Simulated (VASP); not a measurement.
PbO: single point with PBEsol

PbO:

```
Pb O
1.0
     3.97440    0.00000    0.00000
     0.00000    3.97440    0.00000
     0.00000    0.00000    5.02200
Pb O
2 2
Direct
  0.00000 0.50000 0.23510
  0.50000 0.00000 0.76490
  0.00000 0.00000 0.96018
  0.50000 0.50000 0.96018
```

This cell differs from its parent crystal: all O atoms moved -0.200 Å, as atom 3 along Cartesian [0 0 1].

| Item | Value |
| --- | --- |
| Program | VASP 6.6.1 |
| Task | single point |
| Functional | PBEsol |
| Potentials or basis | VASP PAW PBE potentials, release 64 (Pb_d, O) |
| Cutoff | 520 eV |
| k mesh | 8 × 8 × 6 |
| Occupations | gaussian, width 0.05 eV |
| Spin | no spin polarisation |
| Dipole correction | no |
| Further INCAR settings | ALGO = Normal; EDIFF = 1e-07; NBANDS = 28 |

The pressure is 1.9 GPa. The largest force is 2.045 eV/Å and the band gap on the k mesh is 1.07 eV, indirect (least direct gap 2.03 eV).

Forces in eV/Å, atoms in the order of the input:
```
Pb   0.000  0.000 -1.173
Pb   0.000  0.000 -2.045
O    0.000  0.000  1.609
O    0.000  0.000  1.609
```

Stress tensor (GPa, compression positive):
```
2.84 0.00 0.00
0.00 2.84 0.00
0.00 0.00 0.16
```

Levels at points of the mesh, in eV from the valence-band top:
```
           k point  band 16  band 17  band 18  band 19  band 20  band 21  band 22  band 23  band 24  band 25
(0.00, 0.00, 0.00)    -4.43    -1.74    -1.74    -1.74    -0.13     2.38     5.14     5.14     5.37     7.17
(0.50, 0.00, 0.00)    -3.28    -3.23    -2.79    -1.96    -1.36     3.01     3.53     5.92     6.10     6.90
(0.50, 0.50, 0.00)    -3.48    -2.18    -1.15    -1.02    -0.96     1.07     1.07     4.62     5.58     7.88
(0.00, 0.00, 0.50)    -4.28    -1.78    -1.76    -1.76    -0.95     1.76     3.87     3.87     4.21     8.72
(0.50, 0.00, 0.50)    -3.62    -3.41    -2.75    -1.48    -0.46     2.62     3.27     5.56     6.92     7.14
(0.50, 0.50, 0.50)    -3.93    -2.81    -1.61    -1.15    -0.97     3.08     3.08     4.97     4.97     5.47
```

It took 72 s on 1 thread of Intel(R) Xeon(R) 6975P-C (Granite Rapids), on a shared host, peak memory 0.25 GiB.

Caveat: the cell differs from its parent crystal (all O atoms moved -0.200 Å, as atom 3 along Cartesian [0 0 1]); the PAW data sets were made with another functional, which shifts forces and pressure a little; spin-orbit coupling is left out, which moves the levels of the heavy elements. A k mesh can miss the band edges.
